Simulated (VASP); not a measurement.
A run of VASP 6.6.1:

Contents of INCAR:

```
SYSTEM = MoS2
ALGO = Normal
EDIFF = 1E-7
ENCUT = 520
GGA = PE
ISIF = 2
ISMEAR = 0
IVDW = 12
LASPH = .TRUE.
LCHARG = .FALSE.
LREAL = .FALSE.
LWAVE = .FALSE.
NBANDS = 35
NELM = 60
PREC = Accurate
SIGMA = 0.05
```

The input KPOINTS:

```
k-points
0
G
  12 12 4
  0 0 0
```

Contents of POSCAR:

```
MoS2
1.0
    3.1021108587      0.0000000000      0.0000000000
   -1.5510554294      2.6865068090      0.0000000000
    0.0000000000      0.0000000000     11.9093925757
Mo S
2 4
Direct
    0.3333333333      0.6666666667      0.2500000000
    0.6666666667      0.3333333333      0.7500000000
    0.3333333333      0.6666666667      0.6204905688
    0.6666666667      0.3333333333      0.1204905688
    0.3333333333      0.6666666667      0.8795094312
    0.6666666667      0.3333333333      0.3795094312
```

Potentials or basis: VASP PAW PBE potentials, release 64 (Mo_sv, S).

Run with:

```bash
$ cat potpaw_PBE.64/Mo_sv/POTCAR potpaw_PBE.64/S/POTCAR > POTCAR
$ mpirun -np 1 vasp_std > vasp.out
```

Hardware: 1 thread of Intel Xeon 8259CL, on a shared host.

Task: How long does it take, and how much memory?

Result: It took 4.3 min on 1 thread of Intel Xeon 8259CL, on a shared host, peak memory 0.33 GiB. Counts: scf iterations 17, k points 57.
